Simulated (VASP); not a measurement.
Runs of VASP 6.6.1 on Si4Ru. The structure is that of space group P-43m (No. 215), or close to it. The cells are those of the table. 

```csv
task,spin,cell,k mesh,cutoff (eV),k mesh for the DOS,occupations for the DOS,gap on the mesh (eV),pressure (GPa),relaxed volume (Å³/atom),largest force (eV/Å)
relaxation of cell and atoms,off,"relaxed from a = 4.428 Å, 5 atoms",8 × 8 × 8,600,-,-,none,0.0,17.05,0.01
relaxation of cell and atoms,off,"relaxed from a = 4.498 Å, 5 atoms",4 × 4 × 4,600,-,-,none,-0.3,(a),0.02
single point,off,"a = 4.428 Å, 5 atoms",4 × 4 × 4,520,-,-,none,-0.1,-,0.01
single point,"collinear, ferromagnetic start","a = 4.428 Å, 5 atoms",4 × 4 × 4,520,-,-,none,-0.1,-,0.01
single point,off,"a = 4.401 Å, 5 atoms",8 × 8 × 8,520,-,-,none,0.0,-,0.01
single point,off,"a = 4.498 Å, 5 atoms",4 × 4 × 4,520,-,-,none,41.4,-,11.67
```

Alike in all rows: level PBE; potentials or basis VASP PAW PBE potentials, release 64 (Si, Ru_pv); smearing gaussian 0.1 eV.

Problem. Estimate the missing entries.

Solution. (a) 17.41.

Caveats: forces of over 1 eV/Å act on the atoms, so gaps and moduli don't describe the material at rest (some runs).

A k mesh can miss the band edges, and the runs leave out spin-orbit coupling on Ru.

A gap of «none» marks levels without a gap at the run's occupations.
